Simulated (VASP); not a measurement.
# LaNb2N2 (P-3m1) in VASP: further runs, part 2 of 2

VASP 6.6.1. The steps go on from the part before.

## Step 3: Single point, PBE

This run uses another cell than the first one, of 18.70 Å³/atom.

File INCAR:

```
SYSTEM = LaNb2N2
  PREC = Accurate
  ENCUT = 520
  EDIFF = 1E-6
  ISMEAR = 0
  SIGMA = 0.1
  LREAL = .False.
  LASPH = .True.
  NELM = 60
  ALGO = Normal
  ISIF = 2
  LWAVE = .False.
  LCHARG = .True.
  GGA = PE
  LELF = .True.
  LVHAR = .True.
  NBANDS = 32
```

File KPOINTS:

```
regular mesh
0
Gamma
  6 6 4
  0 0 0
```

File POSCAR:

```
LaNb2N2
1.0
    4.0210742300      0.0000000000      0.0000000000
   -2.0105371200      3.4823524300      0.0000000000
    0.0000000000      0.0000000000      6.6778667100
La Nb N
1 2 2
Direct
    0.0000000000      0.0000000000      0.0000000000
    0.3333333300      0.6666666700      0.6319038900
    0.6666666700      0.3333333300      0.3680961100
    0.3333333300      0.6666666700      0.2520079600
    0.6666666700      0.3333333300      0.7479920400
```

Potentials or basis: VASP PAW PBE potentials, release 64 (La, Nb_sv, N).

On the command line:

```bash
cat potpaw_PBE.64/La/POTCAR potpaw_PBE.64/Nb_sv/POTCAR potpaw_PBE.64/N/POTCAR > POTCAR
mpirun -np 1 vasp_std > vasp.out
```

OUTCAR:

```text
SYSTEM = LaNb2N2
   PREC = Accurate
   ENCUT = 520
   EDIFF = 1E-6
   ISMEAR = 0
   LREAL = .False.
   LASPH = .True.
   NELM = 60
   ISIF = 2
   GGA = PE

 ion  position               nearest neighbor table
   1  0.000  0.000  0.000-
   2  0.333  0.667  0.632-   3 2.91   3 2.91   3 2.91
   3  0.667  0.333  0.368-   2 2.91   2 2.91   2 2.91
   4  0.333  0.667  0.252-
   5  0.667  0.333  0.748-

  LATTYP: Found a hexagonal cell.
 ALAT       =     4.0210742300
 C/A-ratio  =     1.6607170940

  Lattice vectors:

 A1 = (   4.0210742300,   0.0000000000,   0.0000000000)
 A2 = (  -2.0105371200,   3.4823524300,   0.0000000000)
 A3 = (   0.0000000000,   0.0000000000,   6.6778667100)

Analysis of symmetry for initial positions (statically):
=====================================================================
 Subroutine PRICEL returns:
 Original cell was already a primitive cell.

 Routine SETGRP: Setting up the symmetry group for a
 hexagonal supercell.

 Subroutine GETGRP returns: Found 12 space group operations
 (whereof 12 operations were pure point group operations)
 out of a pool of 24 trial point group operations.

The static configuration has the point symmetry D_3d.

Analysis of symmetry for dynamics (positions and initial velocities):
=====================================================================
 Subroutine PRICEL returns:
 Original cell was already a primitive cell.

 Routine SETGRP: Setting up the symmetry group for a
 hexagonal supercell.

 Subroutine GETGRP returns: Found 12 space group operations
 (whereof 12 operations were pure point group operations)
 out of a pool of 24 trial point group operations.

The dynamic configuration has the point symmetry D_3d.

 Subroutine INISYM returns: Found 12 space group operations
 (whereof 12 operations are pure point group operations),
 and found     1 'primitive' translations

----------------------------------------------------------------------------------------

                                     Primitive cell

  volume of cell :      93.5088

  direct lattice vectors                    reciprocal lattice vectors
     4.021074230  0.000000000  0.000000000     0.248689764  0.143581103  0.000000000
    -2.010537120  3.482352430  0.000000000     0.000000000  0.287162204  0.000000000
     0.000000000  0.000000000  6.677866710     0.000000000  0.000000000  0.149748422

  length of vectors
     4.021074230  4.021074229  6.677866710     0.287162204  0.287162204  0.149748422

  position of ions in fractional coordinates (direct lattice)
     0.000000000  0.000000000  0.000000000
     0.333333330  0.666666670  0.631903890
     0.666666670  0.333333330  0.368096110
     0.333333330  0.666666670  0.252007960
     0.666666670  0.333333330  0.747992040

  ion indices of the primitive-cell ions
   primitive index   ion index
                 1           1
                 2           2
                 3           3
                 4           4
                 5           5

----------------------------------------------------------------------------------------

 KPOINTS: regular mesh

Automatic generation of k-mesh.
 Grid dimensions read from file:
 generate k-points for:    6    6    4

 Generating k-lattice:

  Cartesian coordinates                     Fractional coordinates (reciprocal lattice)
     0.041448294  0.023930184  0.000000000     0.166666667  0.000000000  0.000000000
     0.000000000  0.047860367  0.000000000     0.000000000  0.166666667  0.000000000
     0.000000000  0.000000000  0.037437105     0.000000000  0.000000000  0.250000000

  Length of vectors
     0.047860367  0.047860367  0.037437105

  Shift w.r.t. Gamma in fractional coordinates (k-lattice)
     0.000000000  0.000000000  0.000000000

 Subroutine IBZKPT returns following result:
 ===========================================

 Found     24 irreducible k-points:

 Following reciprocal coordinates:
            Coordinates               Weight
  0.000000  0.000000  0.000000      1.000000
  0.166667  0.000000  0.000000      6.000000
  0.333333  0.000000  0.000000      6.000000
  0.500000  0.000000  0.000000      3.000000
  0.166667  0.166667  0.000000      6.000000
  0.333333  0.166667  0.000000     12.000000
[... 16 lines left out ...]
  0.333333  0.166667  0.500000     12.000000
  0.333333  0.333333  0.500000      2.000000
   k-points           NKPTS =     24   k-points in BZ     NKDIM =     24   number of bands    NBANDS=     32
   number of dos      NEDOS =    301   number of ions     NIONS =      5
   total plane-waves  NPLWV =  45000
   dimension x,y,z NGX =    30 NGY =   30 NGZ =   50
   dimension x,y,z NGXF=    60 NGYF=   60 NGZF=  100
   ions per type =               1   2   2
   NGX,Y,Z   is equivalent  to a cutoff of  12.40, 12.40, 12.45 a.u.
   NGXF,Y,Z  is equivalent  to a cutoff of  24.81, 24.81, 24.90 a.u.
 SYSTEM =  LaNb2N2
   PREC   = accura    normal or accurate (medium, high low for compatibility)
   ISTART =      0    job   : 0-new  1-cont  2-samecut
   ICHARG =      2    charge: 1-file 2-atom 10-const
   ISPIN  =      1    spin polarized calculation?
   LNONCOLLINEAR =      F non collinear calculations
   LSORBIT =      F    spin-orbit coupling
   LASPH  =      T    aspherical Exc in radial PAW
   ENCUT  =  520.0 eV  38.22 Ry    6.18 a.u.   7.48  7.48 12.42*2*pi/ulx,y,z
   NELM   =     60;   NELMIN=  2; NELMDL= -5     # of ELM steps
   EDIFF  = 0.1E-05   stopping-criterion for ELM
   LREAL  =      F    real-space projection
   EDIFFG = 0.1E-04   stopping-criterion for IOM
   NSW    =      0    number of steps for IOM
   IBRION =     -1    ionic relax: 0-MD 1-quasi-New 2-CG
   NFREE  =      0    steps in history (QN), initial steepest desc. (CG)
   ISIF   =      2    stress and relaxation
   ISYM   =      2    0-nonsym 1-usesym 2-fastsym
   POTIM  = 0.5000    time-step for ionic-motion
   TEBEG  =    0.0;   TEEND  =   0.0 temperature during run
   PSTRESS=    0.0 pullay stress
   NELECT =      47.0000    total number of electrons
   NUPDOWN=      -1.0000    fix difference up-down
   EMIN   =  10.00;   EMAX   =-10.00  energy-range for DOS
   EFERMI =   0.00;   METHOD = LEGACY
   ISMEAR =     0;   SIGMA  =   0.10  broadening in eV -4-tet -1-fermi 0-gaus
   EFERMI_NEDOS =   21; number of points for ismear=-14 and -15
   IALGO  =     38    algorithm
   IMIX   =      4    mixing-type and parameters
     AMIX     =   0.40;   BMIX     =  1.00
     AMIX_MAG =   1.60;   BMIX_MAG =  1.00
  volume/ion in A,a.u.               =      18.70       126.21
  Fermi-wavevector in a.u.,A,eV,Ry     =   1.301637  2.459738 23.051796  1.694259
  Thomas-Fermi vector in A             =   2.432758
   LORBIT       =      0    0 simple, 1 ext, 2 COOP (PROOUT), +10 PAW based schemes
   GGA     = PE    functional components
   LHFCALC =     F    Hartree Fock is set to
   AEXX    =    0.0000 exact exchange contribution
   IVDW    =     0    specifies the selected vdW correction
   LEPSILON=     F    determine dielectric tensor
   LRPA    =     F    only Hartree local field effects (RPA)
 non-spin polarized calculation
 Gauss-broadening in eV      SIGMA  =   0.10
  energy-cutoff  :      520.00
  volume of cell :       93.51
 maximum number of plane-waves:      2557
 NGX is ok and might be reduce to    30
   NGX = 15   NGY = 15   NGZ = 25

 number of electron      47.0000004 magnetization

 Free energy of the ion-electron system (eV)
  ---------------------------------------------------
  ext. energy  EPLUGINS =         0.00000000
  ---------------------------------------------------
  free energy    TOTEN  =       -43.54228235 eV

  energy without entropy =      -43.52935186  energy(sigma->0) =      -43.53581711

 E-fermi :   8.4701     XC(G=0): -10.9035

 val. band max:        8.4491293353   @ k =   0.0000   0.3333   0.2500
 cond. band min:       8.4813694488   @ k =   0.5000   0.0000   0.0000
 fundamental gap:      0.0322401136
 Fermi energy:         8.4701036740

 k-point     1 :       0.0000    0.0000    0.0000
  band No.  band energies     occupation
      1     -47.0154      2.00000
      2     -46.8923      2.00000
      3     -24.0585      2.00000
      4     -23.1586      2.00000
      5     -23.1586      2.00000
      6     -23.0507      2.00000
[... 829 lines left out ...]
     31      10.7591      0.00000
     32      10.7844      0.00000

------------------------ aborting loop because EDIFF is reached ----------------------------------------

  FORCE on cell =-STRESS in cart. coord.  units (eV):
  Direction    XX          YY          ZZ          XY          YZ          ZX
  --------------------------------------------------------------------------------------
  -------------------------------------------------------------------------------------
  Total      -16.9220172    -16.9220172    -10.9321492      0.0000000      0.0000000      0.0000000
  in kB     -289.9413496   -289.9413490   -187.3111263      0.0000004      0.0000000      0.0000000
  external PRESSURE =    -255.7312749 kB  Pullay stress =       0.0000000 kB

 VOLUME and BASIS-vectors are now :
 -----------------------------------------------------------------------------
  energy-cutoff  :      520.00
  volume of cell :       93.51
      direct lattice vectors                 reciprocal lattice vectors
     4.021074230  0.000000000  0.000000000     0.248689764  0.143581103  0.000000000
    -2.010537120  3.482352430  0.000000000     0.000000000  0.287162204  0.000000000
     0.000000000  0.000000000  6.677866710     0.000000000  0.000000000  0.149748422

 POSITION                                       TOTAL-FORCE (eV/Angst)
 -----------------------------------------------------------------------------------
      0.00000      0.00000      0.00000        -0.000000      0.000000     -0.000000
     -0.00000      2.32157      4.21977        -0.000000      0.000000     -1.132732
      2.01054      1.16078      2.45810         0.000000     -0.000000      1.132732
     -0.00000      2.32157      1.68288        -0.000000      0.000000      1.447279
      2.01054      1.16078      4.99499        -0.000000     -0.000000     -1.447279
 -----------------------------------------------------------------------------------
    total drift:                                0.000000      0.000000      0.000000

  FREE ENERGIE OF THE ION-ELECTRON SYSTEM (eV)
  ---------------------------------------------------
  free  energy   TOTEN  =       -43.5422823522 eV

  energy  without entropy=      -43.5293518643  energy(sigma->0) =      -43.53581711
```

OSZICAR:

```text
N       E                     dE             d eps       ncg     rms          rms(c)
DAV:   1     0.536376745235E+03    0.53638E+03   -0.21364E+04  1752   0.199E+03
DAV:   2     0.477242272376E+02   -0.48865E+03   -0.44771E+03  1640   0.498E+02
DAV:   3    -0.410980966408E+02   -0.88822E+02   -0.82954E+02  2592   0.192E+02
DAV:   4    -0.493140581308E+02   -0.82160E+01   -0.78137E+01  2728   0.554E+01
DAV:   5    -0.500018519135E+02   -0.68779E+00   -0.67179E+00  3016   0.140E+01    0.147E+01
DAV:   6    -0.455516724138E+02    0.44502E+01   -0.10010E+02  2496   0.382E+01    0.111E+01
DAV:   7    -0.434605381168E+02    0.20911E+01   -0.21164E+01  2936   0.291E+01    0.366E+00
DAV:   8    -0.435498058643E+02   -0.89268E-01   -0.21608E+00  2520   0.771E+00    0.180E+00
DAV:   9    -0.435404074152E+02    0.93984E-02   -0.24077E-01  2784   0.326E+00    0.670E-01
DAV:  10    -0.435443226109E+02   -0.39152E-02   -0.60709E-02  2768   0.166E+00    0.374E-01
DAV:  11    -0.435428251557E+02    0.14975E-02   -0.77866E-03  2672   0.618E-01    0.252E-01
DAV:  12    -0.435423085284E+02    0.51663E-03   -0.68698E-03  2688   0.512E-01    0.727E-02
DAV:  13    -0.435422801283E+02    0.28400E-04   -0.87178E-04  2592   0.179E-01    0.201E-02
DAV:  14    -0.435422824963E+02   -0.23680E-05   -0.87001E-05  2784   0.630E-02    0.989E-03
DAV:  15    -0.435422824113E+02    0.84992E-07   -0.13329E-05  2528   0.240E-02    0.341E-03
DAV:  16    -0.435422823522E+02    0.59135E-07   -0.75361E-07  1560   0.851E-03
   1 F= -.43542282E+02 E0= -.43535817E+02  d E =-.129305E-01
```

Wall time 43 s (1 thread of Intel Xeon 6975P-C (Granite Rapids), shared host); peak memory 0.25 GiB.

Results:

```
Free energy            : -43.5423 eV
Pressure               : -25.6 GPa
Largest force          : 1.447 eV/Å
Band gap on the k mesh : zero (an odd number of electrons rules out a gap without spin polarisation)
```

Forces on the atoms (eV/Å):
```
La   0.000  0.000  0.000
Nb   0.000  0.000 -1.133
Nb   0.000  0.000  1.133
N    0.000  0.000  1.447
N    0.000  0.000 -1.447
```

Stress tensor (GPa, compression positive):
```
-28.99   0.00   0.00
  0.00 -28.99   0.00
  0.00   0.00 -18.73
```

Levels at points of the mesh, in eV from the Fermi level:
```tsv
k point	band 19	band 20	band 21	band 22	band 23	band 24	band 25	band 26	band 27	band 28
(0.00, 0.00, 0.00)	-3.97	-3.74	-1.52	-1.52	-0.83	0.38	1.07	1.24	1.24	1.96
(0.50, 0.00, 0.00)	-2.93	-2.83	-1.76	-1.12	-0.80	0.01	0.53	1.05	1.14	1.31
(0.00, 0.00, 0.50)	-3.58	-3.58	-1.14	-1.14	0.27	0.42	0.42	1.12	1.29	1.48
(0.50, 0.00, 0.50)	-3.41	-3.37	-1.27	-1.14	-1.02	-0.11	0.95	1.18	1.29	1.65
```

Caveat: the stress differs along the axes, from -29 to -19 GPa; spin-orbit coupling is left out, which moves the levels of the heavy elements; forces of over 1 eV/Å act on the atoms, so gaps and moduli don't describe the material at rest.

The gap in the log of VASP goes by the Fermi energy; the results here count the filled bands.